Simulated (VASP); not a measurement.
# Al2InN3 (P6_3/mmc) in VASP: notebook

The runs below take Al2InN3 through single point, relaxation of cell and atoms, with PBE.

All numbers are computed with VASP 6.6.1; they aren't measurements. Logs are shortened: lines on timing, memory, paths and dates and some standing lists are left out, and cuts for length are marked.

## Step 1: The cell of the first run

Symmetry: P6_3/mmc, No. 194, hexagonal system. The conventional cell has a = 3.015 Å, b = 3.015 Å, c = 15.177 Å, α = 90.00°, β = 90.00°, γ = 120.00°. Al (site symmetry 3m) has 6 N at 2.06 to 2.10 Å within 2.7 Å. Within 3.1 Å of In (site symmetry -6m2) lie 6 N at 2.31 Å and 6 In at 3.02 Å. Within 2.8 Å of N (site symmetry -3m) lie 6 Al at 2.10 Å. N (site symmetry 3m) has 3 Al at 2.06 Å and 3 In at 2.31 Å within 2.7 Å.

## Step 2: Single point, PBE

File INCAR:

```
PREC = Accurate ; ENCUT = 520
EDIFF = 1E-7 ; ISMEAR = 0
SIGMA = 0.02 ; LREAL = False
LASPH = True ; NELM = 80
ALGO = Normal ; ISIF = 2
LWAVE = False ; LCHARG = True
GGA = PE ; LELF = True
LVHAR = True ; NBANDS = 46
```

File KPOINTS:

```
regular mesh
0
Gamma
  12 12 2
```

File POSCAR:

```
Al2InN3
1.0
    3.0153300218      0.0000000000      0.0000000000
   -1.5076650109      2.6113523996      0.0000000000
    0.0000000000      0.0000000000     15.1770760429
Al In N
4 2 6
Direct
    0.3333333333      0.6666666667      0.9228136072
    0.6666666667      0.3333333333      0.4228136072
    0.6666666667      0.3333333333      0.0771863928
    0.3333333333      0.6666666667      0.5771863928
    0.0000000000      0.0000000000      0.2500000000
    0.0000000000      0.0000000000      0.7500000000
    0.0000000000      0.0000000000      0.5000000000
    0.0000000000      0.0000000000      0.0000000000
    0.3333333333      0.6666666667      0.3498936913
    0.6666666667      0.3333333333      0.8498936913
    0.6666666667      0.3333333333      0.6501063087
    0.3333333333      0.6666666667      0.1501063087
```

Potentials or basis: VASP PAW PBE potentials, release 64 (Al, In_d, N).

Command:

```
$ cat potpaw_PBE.64/Al/POTCAR potpaw_PBE.64/In_d/POTCAR potpaw_PBE.64/N/POTCAR > POTCAR
$ mpirun -np 1 vasp_std > vasp.out
```

OUTCAR:

```text
PREC = Accurate
   ENCUT = 520
   EDIFF = 1E-7
   ISMEAR = 0
   LREAL = False
   LASPH = True
   NELM = 80
   ISIF = 2
   GGA = PE

 ion  position               nearest neighbor table
   1  0.333  0.667  0.923-  10 2.06  10 2.06  10 2.06   8 2.10   8 2.10   8 2.10   3 2.92   3 2.92
                             3 2.92   6 3.15   6 3.15   6 3.15
   2  0.667  0.333  0.423-   9 2.06   9 2.06   9 2.06   7 2.10   7 2.10   7 2.10   4 2.92   4 2.92
                             4 2.92   5 3.15   5 3.15   5 3.15
   3  0.667  0.333  0.077-  12 2.06  12 2.06  12 2.06   8 2.10   8 2.10   8 2.10   1 2.92   1 2.92
                             1 2.92   5 3.15   5 3.15   5 3.15
   4  0.333  0.667  0.577-  11 2.06  11 2.06  11 2.06   7 2.10   7 2.10   7 2.10   2 2.92   2 2.92
                             2 2.92   6 3.15   6 3.15   6 3.15
   5  0.000  0.000  0.250-   9 2.31  12 2.31   9 2.31  12 2.31   9 2.31  12 2.31   2 3.15   3 3.15
                             2 3.15   3 3.15   2 3.15   3 3.15
   6  0.000  0.000  0.750-  10 2.31  11 2.31  10 2.31  11 2.31  10 2.31  11 2.31   1 3.15   4 3.15
                             1 3.15   4 3.15   1 3.15   4 3.15
   7  0.000  0.000  0.500-   2 2.10   4 2.10   4 2.10   2 2.10   2 2.10   4 2.10
   8  0.000  0.000  0.000-   1 2.10   3 2.10   1 2.10   3 2.10   3 2.10   1 2.10
   9  0.333  0.667  0.350-   2 2.06   2 2.06   2 2.06   5 2.31   5 2.31   5 2.31
  10  0.667  0.333  0.850-   1 2.06   1 2.06   1 2.06   6 2.31   6 2.31   6 2.31
  11  0.667  0.333  0.650-   4 2.06   4 2.06   4 2.06   6 2.31   6 2.31   6 2.31
  12  0.333  0.667  0.150-   3 2.06   3 2.06   3 2.06   5 2.31   5 2.31   5 2.31

  LATTYP: Found a hexagonal cell.
 ALAT       =     3.0153300218
 C/A-ratio  =     5.0333051219

  Lattice vectors:

 A1 = (   3.0153300218,   0.0000000000,   0.0000000000)
 A2 = (  -1.5076650109,   2.6113523996,   0.0000000000)
 A3 = (   0.0000000000,   0.0000000000,  15.1770760429)

Analysis of symmetry for initial positions (statically):
=====================================================================
 Subroutine PRICEL returns:
 Original cell was already a primitive cell.

 Routine SETGRP: Setting up the symmetry group for a
 hexagonal supercell.

 Subroutine GETGRP returns: Found 24 space group operations
 (whereof 12 operations were pure point group operations)
 out of a pool of 24 trial point group operations.

The static configuration has the point symmetry D_3d.
 The point group associated with its full space group is D_6h.

Analysis of symmetry for dynamics (positions and initial velocities):
=====================================================================
 Subroutine PRICEL returns:
 Original cell was already a primitive cell.

 Routine SETGRP: Setting up the symmetry group for a
 hexagonal supercell.

 Subroutine GETGRP returns: Found 24 space group operations
 (whereof 12 operations were pure point group operations)
 out of a pool of 24 trial point group operations.

The dynamic configuration has the point symmetry D_3d.
 The point group associated with its full space group is D_6h.

 Subroutine INISYM returns: Found 24 space group operations
 (whereof 12 operations are pure point group operations),
 and found     1 'primitive' translations

----------------------------------------------------------------------------------------

                                     Primitive cell

  volume of cell :     119.5057

  direct lattice vectors                    reciprocal lattice vectors
     3.015330022  0.000000000  0.000000000     0.331638657  0.191471668  0.000000000
    -1.507665011  2.611352400  0.000000000     0.000000000  0.382943336  0.000000000
     0.000000000  0.000000000 15.177076043     0.000000000  0.000000000  0.065888844

  length of vectors
     3.015330022  3.015330022 15.177076043     0.382943336  0.382943336  0.065888844

  position of ions in fractional coordinates (direct lattice)
     0.333333333  0.666666667  0.922813607
     0.666666667  0.333333333  0.422813607
     0.666666667  0.333333333  0.077186393
     0.333333333  0.666666667  0.577186393
     0.000000000  0.000000000  0.250000000
     0.000000000  0.000000000  0.750000000
     0.000000000  0.000000000  0.500000000
     0.000000000  0.000000000  0.000000000
     0.333333333  0.666666667  0.349893691
     0.666666667  0.333333333  0.849893691
     0.666666667  0.333333333  0.650106309
     0.333333333  0.666666667  0.150106309

  ion indices of the primitive-cell ions
   primitive index   ion index
                 1           1
                 2           2
                 3           3
                 4           4
                 5           5
                 6           6
                 7           7
                 8           8
                 9           9
                10          10
                11          11
                12          12

----------------------------------------------------------------------------------------

 KPOINTS: regular mesh

Automatic generation of k-mesh.
 Grid dimensions read from file:
 generate k-points for:   12   12    2

 Generating k-lattice:

  Cartesian coordinates                     Fractional coordinates (reciprocal lattice)
     0.027636555  0.015955972  0.000000000     0.083333333 -0.000000000  0.000000000
     0.000000000  0.031911945  0.000000000     0.000000000  0.083333333  0.000000000
     0.000000000  0.000000000  0.032944422     0.000000000  0.000000000  0.500000000

  Length of vectors
     0.031911945  0.031911945  0.032944422

  Shift w.r.t. Gamma in fractional coordinates (k-lattice)
     0.000000000  0.000000000  0.000000000

 Subroutine IBZKPT returns following result:
 ===========================================

 Found     38 irreducible k-points:

 Following reciprocal coordinates:
            Coordinates               Weight
  0.000000  0.000000  0.000000      1.000000
  0.083333 -0.000000  0.000000      6.000000
  0.166667 -0.000000  0.000000      6.000000
  0.250000 -0.000000  0.000000      6.000000
  0.333333 -0.000000  0.000000      6.000000
  0.416667 -0.000000  0.000000      6.000000
[... 16 lines left out ...]
  0.250000 -0.000000  0.500000      6.000000
  0.333333 -0.000000  0.500000      6.000000
 [... further k-points ...]
   k-points           NKPTS =     38   k-points in BZ     NKDIM =     38   number of bands    NBANDS=     46
   number of dos      NEDOS =    301   number of ions     NIONS =     12
   total plane-waves  NPLWV =  69120
   dimension x,y,z NGX =    24 NGY =   24 NGZ =  120
   dimension x,y,z NGXF=    48 NGYF=   48 NGZF=  240
   ions per type =               4   2   6
   NGX,Y,Z   is equivalent  to a cutoff of  13.23, 13.23, 13.14 a.u.
   NGXF,Y,Z  is equivalent  to a cutoff of  26.46, 26.46, 26.29 a.u.
 SYSTEM =  unknown system
   PREC   = accura    normal or accurate (medium, high low for compatibility)
   ISTART =      0    job   : 0-new  1-cont  2-samecut
   ICHARG =      2    charge: 1-file 2-atom 10-const
   ISPIN  =      1    spin polarized calculation?
   LNONCOLLINEAR =      F non collinear calculations
   LSORBIT =      F    spin-orbit coupling
   LASPH  =      T    aspherical Exc in radial PAW
   ENCUT  =  520.0 eV  38.22 Ry    6.18 a.u.   5.61  5.61 28.22*2*pi/ulx,y,z
   NELM   =     80;   NELMIN=  2; NELMDL= -5     # of ELM steps
   EDIFF  = 0.1E-06   stopping-criterion for ELM
   LREAL  =      F    real-space projection
   EDIFFG = 0.1E-05   stopping-criterion for IOM
   NSW    =      0    number of steps for IOM
   IBRION =     -1    ionic relax: 0-MD 1-quasi-New 2-CG
   NFREE  =      0    steps in history (QN), initial steepest desc. (CG)
   ISIF   =      2    stress and relaxation
   ISYM   =      2    0-nonsym 1-usesym 2-fastsym
   POTIM  = 0.5000    time-step for ionic-motion
   TEBEG  =    0.0;   TEEND  =   0.0 temperature during run
   PSTRESS=    0.0 pullay stress
   NELECT =      68.0000    total number of electrons
   NUPDOWN=      -1.0000    fix difference up-down
   EMIN   =  10.00;   EMAX   =-10.00  energy-range for DOS
   EFERMI =   0.00;   METHOD = LEGACY
   ISMEAR =     0;   SIGMA  =   0.02  broadening in eV -4-tet -1-fermi 0-gaus
   EFERMI_NEDOS =   21; number of points for ismear=-14 and -15
   IALGO  =     38    algorithm
   IMIX   =      4    mixing-type and parameters
     AMIX     =   0.40;   BMIX     =  1.00
     AMIX_MAG =   1.60;   BMIX_MAG =  1.00
  volume/ion in A,a.u.               =       9.96        67.21
  Fermi-wavevector in a.u.,A,eV,Ry     =   1.356589  2.563582 25.039264  1.840334
  Thomas-Fermi vector in A             =   2.483579
   LORBIT       =      0    0 simple, 1 ext, 2 COOP (PROOUT), +10 PAW based schemes
   GGA     = PE    functional components
   LHFCALC =     F    Hartree Fock is set to
   AEXX    =    0.0000 exact exchange contribution
   IVDW    =     0    specifies the selected vdW correction
   LEPSILON=     F    determine dielectric tensor
   LRPA    =     F    only Hartree local field effects (RPA)
 non-spin polarized calculation
 Gauss-broadening in eV      SIGMA  =   0.02
  energy-cutoff  :      520.00
  volume of cell :      119.51
 maximum number of plane-waves:      3252
 NGX is ok and might be reduce to    24
   NGX = 11   NGY = 11   NGZ = 57

 number of electron      68.0000010 magnetization

 Free energy of the ion-electron system (eV)
  ---------------------------------------------------
  ext. energy  EPLUGINS =         0.00000000
  ---------------------------------------------------
  free energy    TOTEN  =       -76.37128274 eV

  energy without entropy =      -76.37128274  energy(sigma->0) =      -76.37128274

 E-fermi :   9.6339     XC(G=0): -12.1150

 val. band max:        9.5186251328   @ k =   0.1667   0.0833   0.0000
 cond. band min:      11.1246408743   @ k =   0.5000  -0.0000   0.0000
 fundamental gap:      1.6060157415
 Fermi energy:         9.6339113604

 k-point     1 :       0.0000    0.0000    0.0000
  band No.  band energies     occupation
      1      -7.0579      2.00000
      2      -6.6937      2.00000
      3      -6.4273      2.00000
      4      -5.4733      2.00000
      5      -5.1136      2.00000
      6      -4.9351      2.00000
[... 38 lines left out ...]
     45      19.9406      0.00000
     46      19.9406      0.00000
[... 1086 lines left out ...]
      6      -4.9322      2.00000
[... 38 lines left out ...]
     45      19.5546      0.00000
     46      19.6613      0.00000

 [... further k-points ...]
[... 5 lines left out ...]
  --------------------------------------------------------------------------------------
  -------------------------------------------------------------------------------------
  Total       -0.0147975     -0.0147975     -0.0149769      0.0000000      0.0000000      0.0000000
  in kB       -0.1983861     -0.1983861     -0.2007904      0.0000000      0.0000000      0.0000000
  external PRESSURE =      -0.1991875 kB  Pullay stress =       0.0000000 kB

 VOLUME and BASIS-vectors are now :
 -----------------------------------------------------------------------------
  energy-cutoff  :      520.00
  volume of cell :      119.51
      direct lattice vectors                 reciprocal lattice vectors
     3.015330022  0.000000000  0.000000000     0.331638657  0.191471668  0.000000000
    -1.507665011  2.611352400  0.000000000     0.000000000  0.382943336  0.000000000
     0.000000000  0.000000000 15.177076043     0.000000000  0.000000000  0.065888844

 POSITION                                       TOTAL-FORCE (eV/Angst)
 -----------------------------------------------------------------------------------
     -0.00000      1.74090     14.00561        -0.000000      0.000000     -0.000566
      1.50767      0.87045      6.41707         0.000000      0.000000     -0.000566
      1.50767      0.87045      1.17146         0.000000     -0.000000      0.000566
     -0.00000      1.74090      8.76000        -0.000000     -0.000000      0.000566
      0.00000      0.00000      3.79427         0.000000     -0.000000     -0.000000
      0.00000      0.00000     11.38281         0.000000     -0.000000     -0.000000
      0.00000      0.00000      7.58854        -0.000000     -0.000000      0.000000
      0.00000      0.00000      0.00000        -0.000000     -0.000000      0.000000
     -0.00000      1.74090      5.31036         0.000000     -0.000000      0.029606
      1.50767      0.87045     12.89890        -0.000000      0.000000      0.029606
      1.50767      0.87045      9.86671        -0.000000      0.000000     -0.029606
     -0.00000      1.74090      2.27817         0.000000     -0.000000     -0.029606
 -----------------------------------------------------------------------------------
    total drift:                               -0.000000      0.000000      0.000000

  FREE ENERGIE OF THE ION-ELECTRON SYSTEM (eV)
  ---------------------------------------------------
  free  energy   TOTEN  =       -76.3712827447 eV

  energy  without entropy=      -76.3712827447  energy(sigma->0) =      -76.37128274
```

It took 3.2 min on 1 thread of Intel Xeon Platinum 8375C at 2.90GHz (Ice Lake), shared host; peak memory 0.35 GiB.

What came out:

```
Free energy            : -76.3713 eV
Pressure               : 0.0 GPa
Largest force          : 0.030 eV/Å
Band gap on the k mesh : 1.61 eV, indirect (least direct gap 1.83 eV)
```

Forces in eV/Å, atoms in the order of the input:
```
Al   0.000  0.000 -0.001
Al   0.000  0.000 -0.001
Al   0.000  0.000  0.001
Al   0.000  0.000  0.001
In   0.000  0.000  0.000
In   0.000  0.000  0.000
N    0.000  0.000  0.000
N    0.000  0.000  0.000
N    0.000  0.000  0.030
N    0.000  0.000  0.030
N    0.000  0.000 -0.030
N    0.000  0.000 -0.030
```

Levels at points of the mesh, in eV from the valence-band top:
```tsv
k point	band 31	band 32	band 33	band 34	band 35	band 36	band 37	band 38
(0.00, 0.00, 0.00)	-0.17	-0.17	-0.11	-0.11	1.72	2.81	5.04	5.20
(0.50, 0.00, 0.00)	-1.26	-1.18	-0.63	-0.41	1.61	2.59	3.79	4.56
(0.00, 0.00, 0.50)	-0.14	-0.14	-0.14	-0.14	2.31	2.31	5.19	5.19
(0.50, 0.00, 0.50)	-0.97	-0.97	-0.79	-0.79	2.07	2.07	4.15	4.15
```

Caveat: spin-orbit coupling is left out, which moves the levels of the heavy elements. A k mesh can miss the band edges.

## Step 3: Relaxation of cell and atoms, PBE

File INCAR:

```
SYSTEM = Al2InN3
PREC     = Accurate       ! precision mode
ENCUT    = 600            ! plane-wave cutoff, eV
EDIFF    = 1E-7           ! SCF threshold, eV
ISMEAR   = 0              ! smearing method
SIGMA    = 0.02           ! smearing width, eV
LREAL    = .False.        ! projectors in reciprocal space
LASPH    = .True.         ! aspherical terms in the spheres
NELM     = 80             ! most SCF steps
ALGO     = Normal         ! electronic algorithm
ISIF     = 3              ! what is computed and relaxed
LWAVE    = .False.        ! write WAVECAR
LCHARG   = .False.        ! write CHGCAR
GGA      = PE             ! functional
IBRION   = 2              ! ionic algorithm
NSW      = 100            ! ionic steps
EDIFFG   = -0.01          ! ionic threshold
```

File KPOINTS:

```
Automatic mesh
0
Gamma
  12 12 2
  0 0 0
```

File POSCAR:

```
Al2InN3
1.0
    3.0148202314      0.0000000000      0.0000000000
   -1.5074101157      2.6109109082      0.0000000000
    0.0000000000      0.0000000000     15.1744627321
Al In N
4 2 6
Direct
    0.3333333333      0.6666666667      0.9228259848
    0.6666666667      0.3333333333      0.4228259848
    0.6666666667      0.3333333333      0.0771740152
    0.3333333333      0.6666666667      0.5771740152
    0.0000000000      0.0000000000      0.2500000000
    0.0000000000      0.0000000000      0.7500000000
    0.0000000000      0.0000000000      0.5000000000
    0.0000000000      0.0000000000      0.0000000000
    0.3333333333      0.6666666667      0.3498248496
    0.6666666667      0.3333333333      0.8498248496
    0.6666666667      0.3333333333      0.6501751504
    0.3333333333      0.6666666667      0.1501751504
```

Potentials or basis: VASP PAW PBE potentials, release 64 (Al, In_d, N).

Command:

```
$ cat potpaw_PBE.64/Al/POTCAR potpaw_PBE.64/In_d/POTCAR potpaw_PBE.64/N/POTCAR > POTCAR
$ mpirun -np 1 vasp_std > vasp.out
```

Run time: 19 min. Hardware: 1 thread of Intel Xeon 8259CL, shared host; peak memory 0.39 GiB.

Results (log left out):

```
Free energy               : -76.3818 eV
Energy gained by relaxing : 0.0 meV/atom
Ionic steps               : 4
Pressure after relaxing   : 0.0 GPa
Band gap on the k mesh    : 1.60 eV, indirect (least direct gap 1.83 eV)
```

Step by step:
| step | energy change (eV) | largest force (eV/Å) | pressure (GPa) | volume (Å³) |
| --- | --- | --- | --- | --- |
| 1 | 0.0000 | 0.0495 | -0.02 | 119.44 |
| 2 | -0.0002 | 0.0279 | 0.03 | 119.42 |
| 3 | -0.0002 | 0.0213 | 0.02 | 119.42 |
| 4 | -0.0003 | 0.0007 | -0.01 | 119.43 |

Final structure:
```
CELL_PARAMETERS angstrom
3.01471 0.00000 0.00000
-1.50735 2.61081 0.00000
0.00000 0.00000 15.17430
ATOMIC_POSITIONS crystal
Al 0.33333 0.66667 0.92284
Al 0.66667 0.33333 0.42284
Al 0.66667 0.33333 0.07716
Al 0.33333 0.66667 0.57716
In 0.00000 0.00000 0.25000
In 0.00000 0.00000 0.75000
N 0.00000 0.00000 0.50000
N 0.00000 0.00000 0.00000
N 0.33333 0.66667 0.35001
N 0.66667 0.33333 0.85001
N 0.66667 0.33333 0.64999
N 0.33333 0.66667 0.14999
```

Levels at points of the mesh, in eV from the valence-band top:
| k point | band 31 | band 32 | band 33 | band 34 | band 35 | band 36 | band 37 | band 38 |
| --- | --- | --- | --- | --- | --- | --- | --- | --- |
| (0.00, 0.00, 0.00) | -0.17 | -0.17 | -0.11 | -0.11 | 1.72 | 2.81 | 5.05 | 5.21 |
| (0.50, 0.00, 0.00) | -1.26 | -1.18 | -0.63 | -0.41 | 1.60 | 2.58 | 3.79 | 4.57 |
| (0.00, 0.00, 0.50) | -0.14 | -0.14 | -0.14 | -0.14 | 2.31 | 2.31 | 5.19 | 5.19 |
| (0.50, 0.00, 0.50) | -0.97 | -0.97 | -0.80 | -0.80 | 2.07 | 2.07 | 4.14 | 4.14 |

Caveat: spin-orbit coupling is left out, which moves the levels of the heavy elements. As with any semilocal functional, this PBE gap is likely too small.
